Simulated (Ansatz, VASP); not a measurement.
## F in VASP and in Ansatz

Contents of INCAR:

```
SYSTEM = F
ALGO = Normal ; EDIFF = 1E-6
ENCUT = 520 ; GGA = PE
ISIF = 2 ; ISMEAR = -1
LASPH = .True. ; LCHARG = .True.
LELF = .True. ; LREAL = .False.
LVHAR = .True. ; LWAVE = .False.
NBANDS = 14 ; NELM = 100
PREC = Accurate ; SIGMA = 0.05
```

Contents of KPOINTS:

```
k-points
0
Gamma
  16 16 16
  0 0 0
```

The input POSCAR:

```
F
1.0
    0.0000000000      2.4041430080      2.4041430080
    2.4041430080      0.0000000000      2.4041430080
    2.4041430080      2.4041430080      0.0000000000
F
2
Direct
    0.0000000000      0.0000000000      0.0000000000
    0.2500000000      0.2500000000      0.2500000000
```

Input for Ansatz:

```yaml
crystal:
  lattice:
    - [0.0, 2.404143008, 2.404143008]
    - [2.404143008, 0.0, 2.404143008]
    - [2.404143008, 2.404143008, 0.0]
  atoms:
    - { symbol: F, position: [0.0, 0.0, 0.0] }
    - { symbol: F, position: [0.25, 0.25, 0.25] }
kpoints:
  mp_grid: { grid: [16, 16, 16] }
scf:
  occupations: { method: fermi_dirac, width: 0.05 }
hamiltonian:
  xc: pbe
  pseudopotentials: { kind: all_electron, lapw: { basis_error: 0.0005 } }
output:
  forces: true
  stress: true
  eigenvalues: true
```

Change from the starting cell: volume scaled by 0.96.

Alike in both runs: task single point; functional PBE; k mesh 16 × 16 × 16; occupations fermi-dirac, width 0.05 eV; no spin polarisation.

```csv
,VASP,Ansatz
version,VASP 6.6.1,Ansatz 0.2.0
potentials or method,"VASP PAW PBE potentials, release 64 (F), cutoff 520 eV","all-electron LAPW, scalar-relativistic"
```

```tsv
	VASP	Ansatz	Ansatz less VASP
pressure (GPa)	1.2	1.7	+0.51
```

Ansatz ran all-electron here, and VASP with PAW potentials.
